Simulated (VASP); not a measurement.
Sc2Al5, 14 atoms in the cell. The cell holds a slab with vacuum, 14 atoms: a = 4.105 Å, b = 5.806 Å, c = 16.709 Å, α = 90.00°, β = 90.00°, γ = 90.00°. 

| Item | Value |
| --- | --- |
| Program | VASP 6.6.1 |
| Task | single point |
| Functional | PBE |
| Potentials or basis | VASP PAW PBE potentials, release 64 (Sc_sv, Al) |
| Cutoff | 520 eV |
| k mesh | 9 × 6 × 1 |
| Occupations | gaussian, width 0.1 eV |
| Spin | no spin polarisation |
| Dipole correction | no |
| Further INCAR settings | ALGO = Normal; EDIFF = 1e-06; NBANDS = 50 |

Potentials or basis: VASP PAW PBE potentials, release 64 (Sc_sv, Al).

Command:

```sh
$ cat potpaw_PBE.64/Sc_sv/POTCAR potpaw_PBE.64/Al/POTCAR > POTCAR
$ mpirun -np 1 vasp_std > vasp.out
```

Hardware: 1 thread of Oxide Virtual Turin-like Processor, with other jobs on the host.

Task: How long does it take, and how much memory?

Result: Wall time 17 min on 1 thread of Oxide Virtual Turin-like Processor, on a shared host, peak memory 0.6 GiB. Counts: scf iterations 20, k points 20.
